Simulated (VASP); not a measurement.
Wanted: the native input for a VASP 6.6.1 run.

* Task: single point
* Functional: r2SCAN
* Dispersion: D4
* Potentials or basis: VASP PAW PBE potentials, release 64 (Gd, N)
* Cutoff: 520 eV
* k mesh: 8 × 8 × 8
* Occupations: gaussian, width 0.05 eV
* Spin: collinear spin, ferrimagnetic start
* Starting moments: [7.67, -0.18] μB
* Hubbard terms: Gd f U = 4.0 eV
* Dipole correction: no
* Further INCAR settings: ALGO = Normal; EDIFF = 1e-06; NBANDS = 22

The system is GdN.

```
CELL_PARAMETERS angstrom
0.00000 2.51877 2.51877
2.51877 0.00000 2.51877
2.51877 2.51877 0.00000
ATOMIC_POSITIONS crystal
Gd 0.50000 0.50000 0.50000
N 0.00000 0.00000 0.00000
```

This cell differs from its parent crystal: volume scaled by 1.04.

The input as run:

POSCAR

```
GdN
1.0
    0.0000000000      2.5187706554      2.5187706554
    2.5187706554      0.0000000000      2.5187706554
    2.5187706554      2.5187706554      0.0000000000
Gd N
1 1
Direct
    0.5000000000      0.5000000000      0.5000000000
    0.0000000000      0.0000000000      0.0000000000
```

INCAR.step1

```
SYSTEM = GdN
PREC = Accurate
ENCUT = 520
ISMEAR = 0
SIGMA = 0.05
LREAL = .FALSE.
LASPH = .TRUE.
NELM = 150
ISPIN = 2
MAGMOM = 7.67 -0.18
LMAXMIX = 6
LDAU = .TRUE.
LDAUTYPE = 2
LDAUL = 3 -1
LDAUU = 4 0
LDAUJ = 0 0
NBANDS = 22
GGA = PE
ALGO = Normal
EDIFF = 1E-4
LWAVE = .TRUE.
LCHARG = .FALSE.
```

INCAR.step2

```
SYSTEM = GdN
PREC = Accurate
ENCUT = 520
EDIFF = 1E-6
ISMEAR = 0
SIGMA = 0.05
LREAL = .FALSE.
LASPH = .TRUE.
NELM = 150
ALGO = Normal
ISIF = 2
LWAVE = .FALSE.
LCHARG = .FALSE.
ISPIN = 2
MAGMOM = 7.67 -0.18
LORBIT = 11
LMAXMIX = 6
LDAU = .TRUE.
LDAUTYPE = 2
LDAUL = 3 -1
LDAUU = 4 0
LDAUJ = 0 0
LDAUPRINT = 1
METAGGA = R2SCAN
LMIXTAU = .TRUE.
IVDW = 13
VDW_S6 = 1.0
VDW_S8 = 0.6018749
VDW_A1 = 0.51559235
VDW_A2 = 5.77342911
NBANDS = 22
ISTART = 1
```

KPOINTS

```
Automatic mesh
0
G
  8 8 8
  0 0 0
```

Potentials or basis: VASP PAW PBE potentials, release 64 (Gd, N).

The run is started by

```console
$ cat potpaw_PBE.64/Gd/POTCAR potpaw_PBE.64/N/POTCAR > POTCAR
$ cp INCAR.step1 INCAR
$ mpirun -np 1 vasp_std > vasp.out
$ cp INCAR.step2 INCAR
$ mpirun -np 1 vasp_std > vasp.out
```

Results of the run:

```yaml
Pressure: -5.8 GPa
Band_gap_on_the_k_mesh: zero (filled and empty bands overlap)
Net_moment: 7.00 μB per cell
Site_moments: Gd +6.83; N -0.14 μB
Valence_electrons_inside_the_program's_atomic_spheres: Gd 15.20; N 3.66
Dispersion_energy_per_atom: -0.118 eV
```

Caveat: the PAW data sets were made with another functional, which shifts forces and pressure a little; spin-orbit coupling is left out, which moves the levels of the heavy elements; a cell with one magnetic atom can't hold antiferromagnetic order, which such compounds often take; pairwise dispersion overbinds metals, which lowers pressure and volume.

Run time: 2.3 min on 1 thread of Intel(R) Xeon(R) Platinum 8375C CPU @ 2.90GHz (Ice Lake), on a shared host, peak memory 0.21 GiB.
